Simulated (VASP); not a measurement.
Runs of VASP 6.6.1 on SnSe2. The structure is that of space group C2/m (No. 12), or close to it. The cells are those of the table. 

| cell | gap on the mesh (eV) | pressure (GPa) | largest force (eV/Å) |
| --- | --- | --- | --- |
| a = 3.639, b = 3.852, c = 7.180 Å, angles 90.0, 90.0, 118.1°, 3 atoms | 0.17 | 2.0 | 0.02 |
| a = 4.027, b = 3.883, c = 6.859 Å, angles 90.0, 90.0, 121.2°, 3 atoms | 0.56 | (b) | 0.01 |
| a = 4.104, b = 3.888, c = 6.867 Å, angles 90.0, 90.0, 121.9°, 3 atoms | 0.45 | -1.5 | (a) |
| a = 4.104, b = 3.889, c = 6.776 Å, angles 90.0, 90.0, 121.9°, 3 atoms | 0.47 | -1.2 | 0.01 |
| a = 3.639, b = 3.859, c = 7.076 Å, angles 90.0, 90.0, 118.1°, 3 atoms | 0.24 | 2.8 | (c) |

Alike in all rows: task single point; level PBE; potentials or basis VASP PAW PBE potentials, release 64 (Sn_d, Se); no spin polarisation; k mesh 12 × 12 × 4; cutoff (eV) 520; smearing gaussian 0.02 eV.

Task: Fill in the values left out.

Result: (a) 0.08; (b) -0.8; (c) 0.23.

Caveats: spin-orbit coupling is left out, which moves the levels of the heavy elements; this functional lacks dispersion, which binds the layers, so the pressure and a relaxed spacing across them are unreliable (some runs).

A k mesh can miss the band edges, and the runs leave out spin-orbit coupling on Se, Sn.
